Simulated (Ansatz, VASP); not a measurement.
InGaTe3 in VASP and in Ansatz

```
In Ga Te
1.0
     5.47026    0.00000    0.00000
     0.00000    5.47026    0.00000
     0.00000    0.00000    5.47026
In Ga Te
1 1 3
Direct
  0.50000 0.50000 0.50000
  0.00000 0.00000 0.00000
  0.50000 0.00000 0.00000
  0.00000 0.50000 0.00000
  0.00000 0.00000 0.50000
```

Alike in both runs: task relaxation of cell and atoms; functional PBE; k mesh 8 × 8 × 8; occupations gaussian, width 0.1 eV; no spin polarisation.

```csv
,VASP,Ansatz
version,VASP 6.6.1,Ansatz 0.2.0
potentials or method,"VASP PAW PBE potentials, release 64 (In_d, Ga_d, Te), cutoff 600 eV","scalar-relativistic, plane waves, PAW"
valence electrons in the cell,44,74
```

|  | VASP | Ansatz | Ansatz less VASP |
| --- | --- | --- | --- |
| gap on the k mesh at the Fermi level, each at its own relaxed structure (eV) | none | none | - |
| relaxed volume (Å³/atom) | 32.74 | 32.74 | 0.000 |
| relaxed cell length with the largest relative difference (Å) | 5.470 | 5.470 | 0.0000 |

A gap of «none» marks a metal or a gap that the smearing closes. VASP's potentials hold 44 valence electrons a cell and Ansatz's 74, so a difference there can come from the potentials and not from the codes.

Spin-orbit coupling is off throughout. Noted on VASP's run: the relaxation stopped at its first step, so nothing moved.
